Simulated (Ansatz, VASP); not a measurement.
## Zr2PdN4 in VASP and in Ansatz

Contents of INCAR:

```
SYSTEM = Zr2PdN4
PREC = Accurate
ENCUT = 520
EDIFF = 1E-6
ISMEAR = 0
SIGMA = 0.1
LREAL = .FALSE.
LASPH = .TRUE.
NELM = 80
ALGO = Normal
ISIF = 2
LWAVE = .FALSE.
LCHARG = .TRUE.
GGA = PE
LELF = .TRUE.
LVHAR = .TRUE.
NBANDS = 36
```

Contents of KPOINTS:

```
Automatic mesh
0
G
  8 8 8
  0 0 0
```

The input POSCAR:

```
Zr2PdN4
1.0
   -1.7622095029      1.7622095029      5.7472708633
    1.7622095029     -1.7622095029      5.7472708633
    1.7622095029      1.7622095029     -5.7472708633
Zr Pd N
2 1 4
Direct
    0.3537700000      0.3537700000      0.0000000000
    0.6462300000      0.6462300000      0.0000000000
    0.0000000000      0.0000000000      0.0000000000
    0.5000000000      0.0000000000      0.5000000000
    0.0000000000      0.5000000000      0.5000000000
    0.1533100000      0.1533100000      0.0000000000
    0.8466900000      0.8466900000      0.0000000000
```

Input for Ansatz:

```yaml
crystal:
  lattice:
    - [-1.7622095029, 1.7622095029, 5.7472708633]
    - [1.7622095029, -1.7622095029, 5.7472708633]
    - [1.7622095029, 1.7622095029, -5.7472708633]
  atoms:
    - { symbol: Zr, position: [0.35377, 0.35377, 0.0] }
    - { symbol: Zr, position: [0.64623, 0.64623, 0.0] }
    - { symbol: Pd, position: [0.0, 0.0, 0.0] }
    - { symbol: "N", position: [0.5, 0.0, 0.5] }
    - { symbol: "N", position: [0.0, 0.5, 0.5] }
    - { symbol: "N", position: [0.15331, 0.15331, 0.0] }
    - { symbol: "N", position: [0.84669, 0.84669, 0.0] }
basis:
  ecutwfc: 420
kpoints:
  mp_grid: { grid: [8, 8, 8] }
hamiltonian:
  xc: pbe
scf:
  occupations: { method: gaussian, width: 0.1 }
  lower_state_search: "off"
output:
  forces: true
  stress: true
  eigenvalues: true
```

Alike in both runs: task single point; functional PBE; k mesh 8 × 8 × 8; occupations gaussian, width 0.1 eV; no spin polarisation.

|  | VASP | Ansatz |
| --- | --- | --- |
| version | VASP 6.6.1 | Ansatz 0.2.0 |
| potentials or method | VASP PAW PBE potentials, release 64 (Zr_sv, Pd, N), cutoff 520 eV | scalar-relativistic, plane waves, PAW |
| valence electrons in the cell | 54 | 62 |

Ansatz gave:

| Item | Value |
| --- | --- |
| gap on the k mesh at the Fermi level (eV) | none |
| rms of the force components (eV/Å) | 3.382 |

Which values does VASP return?

gap on the k mesh at the Fermi level (eV): none; rms of the force components (eV/Å): 3.356.

Atom by atom the forces differ by 0.027 eV/Å (rms over components). A gap of «none» marks a metal or a gap that the smearing closes. The functional is the same, so the differences come from potentials, cutoffs and numerics. VASP's potentials hold 54 valence electrons a cell and Ansatz's 62, so a difference there can come from the potentials and not from the codes.
